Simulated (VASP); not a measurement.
A run of VASP 6.6.1 is set up as follows.

File INCAR:

```
SYSTEM = In
PREC = Accurate
ENCUT = 520
EDIFF = 1E-8
ISMEAR = -1
SIGMA = 0.05
LREAL = .False.
LASPH = .True.
NELM = 80
ALGO = Normal
ISIF = 2
LWAVE = .False.
LCHARG = .False.
GGA = PS
LEFG = .True.
NBANDS = 26
```

Contents of KPOINTS:

```
Automatic mesh
0
Gamma
  14 14 14
  0 0 0
```

File POSCAR:

```
In
1.0
    1.6863331848      0.9736049182      8.2074632500
   -1.6863331848      0.9736049182      8.2074632500
    0.0000000000     -1.9472098363      8.2074632500
In
3
Direct
    0.0000000000      0.0000000000      0.0000000000
    0.7780122400      0.7780122400      0.7780122400
    0.2219877600      0.2219877600      0.2219877600
```

Potentials or basis: VASP PAW PBE potentials, release 64 (In_d).

Launch:

```bash
$ cat potpaw_PBE.64/In_d/POTCAR > POTCAR
$ mpirun -np 1 vasp_std > vasp.out
```

(1) Estimate the largest force.

(2) What does it give for the pressure?

(3) Predict the band gap on the k mesh.

Results:

(1) 0.007 eV/Å.

(2) -1.9 GPa.

(3) zero (an odd number of electrons rules out a gap without spin polarisation).

Caveat: the cell differs from its parent crystal (equal xx and yy strain of +1 %); without QUAD_EFG the Cq values of the log hold for a quadrupole moment of 1 mb, not for the nuclei; the PAW data sets were made with another functional, which shifts forces and pressure a little; spin-orbit coupling is left out, which moves the levels of the heavy elements.
